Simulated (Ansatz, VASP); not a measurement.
One calculation of TaN, two programs

The input INCAR:

```
SYSTEM = TaN
ALGO = Normal
EDIFF = 1E-6
ENCUT = 600
GGA = PE
GGA_COMPAT = .False.
ISIF = 2
ISMEAR = 0
LASPH = .True.
LCHARG = .False.
LREAL = .False.
LWAVE = .False.
NBANDS = 15
NELM = 120
PREC = Accurate
SIGMA = 0.15
```

File KPOINTS:

```
k-points
0
Gamma
  18 18 18
  0 0 0
```

Contents of POSCAR:

```
TaN
1.0
    0.0000000000      2.1790000000      2.1790000000
    2.1136300000      0.0000000000      2.1790000000
    2.1136300000      2.1790000000      0.0000000000
Ta N
1 1
Direct
    0.5000000000      0.5000000000      0.5000000000
    0.0000000000      0.0000000000      0.0000000000
```

Input for Ansatz:

```yaml
crystal:
  lattice:
    - [0.0, 2.179, 2.179]
    - [2.11363, 0.0, 2.179]
    - [2.11363, 2.179, 0.0]
  atoms:
    - { symbol: Ta, position: [0.5, 0.5, 0.5] }
    - { symbol: "N", position: [0.0, 0.0, 0.0] }
basis:
  ecutwfc: 420
kpoints:
  mp_grid: { grid: [18, 18, 18] }
hamiltonian:
  xc: pbe
scf:
  occupations: { method: gaussian, width: 0.15 }
output:
  forces: true
  stress: true
  eigenvalues: true
  write_density: true
  write_potential: true
  elf: true
  volumetric_format: npy
```

Change from the starting cell: strain -0.0300 x Voigt [1, 0, 0, 0, 0, 0], atoms carried along.

Alike in both runs: task single point; functional PBE; k mesh 18 × 18 × 18; occupations gaussian, width 0.15 eV; no spin polarisation.

|  | VASP | Ansatz |
| --- | --- | --- |
| version | VASP 6.6.1 | Ansatz 0.2.0 |
| potentials or method | VASP PAW PBE potentials, release 64 (Ta_pv, N), cutoff 600 eV | scalar-relativistic, plane waves, PAW |
| valence electrons in the cell | 16 | 18 |

Ansatz gave:

```
gap on the k mesh at the Fermi level (eV)                     : none
pressure (GPa)                                                : 28.2
traceless stress, the component that is largest in VASP (GPa) : 17.05
```

**Question.** Which values does VASP return?

**Answer.** gap on the k mesh at the Fermi level (eV): none; pressure (GPa): 29.3; traceless stress, the component that is largest in VASP (GPa): 17.21.

A gap of «none» marks a metal or a gap that the smearing closes. Both programs put the cell under a high pressure, so it lies far from rest at this level. VASP's potentials hold 16 valence electrons a cell and Ansatz's 18, so a difference there can come from the potentials and not from the codes.

Neither program's run includes spin-orbit coupling.
